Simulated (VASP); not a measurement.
Input of a VASP 6.6.1 run:

Contents of INCAR:

```
ALGO     = Normal         # electronic algorithm
EDIFF    = 1E-6           # SCF threshold, eV
ENCUT    = 520            # plane-wave cutoff, eV
ISIF     = 2              # what is computed and relaxed
ISMEAR   = -1             # smearing method
LASPH    = T              # aspherical terms in the spheres
LCHARG   = F              # write CHGCAR
LREAL    = F              # projectors in reciprocal space
LWAVE    = F              # write WAVECAR
NBANDS   = 11             # bands
NELM     = 100            # most SCF steps
PREC     = Accurate       # precision mode
SIGMA    = 0.1            # smearing width, eV
```

File KPOINTS:

```
k-points
0
Gamma
  14 14 14
```

POSCAR

```
Hf
1.0
    0.0000000000      2.1802972769      2.1802972769
    2.1802972769      0.0000000000      2.1802972769
    2.1802972769      2.1802972769      0.0000000000
Hf
1
Direct
    0.0000000000      0.0000000000      0.0000000000
```

Potentials or basis: VASP PAW LDA potentials, release 64 (Hf_pv).

Run with:

```bash
$ cat potpaw_LDA.64/Hf_pv/POTCAR > POTCAR
$ mpirun -np 1 vasp_std > vasp.out
```

Q: Predict the pressure.

A: 0.3 GPa.

Q: Estimate the band gap on the k mesh.

A: Zero (band 5 reaches 6.52 eV, above the bottom of band 6 at 4.45 eV).

Caveat: spin-orbit coupling is left out, which moves the levels of the heavy elements.
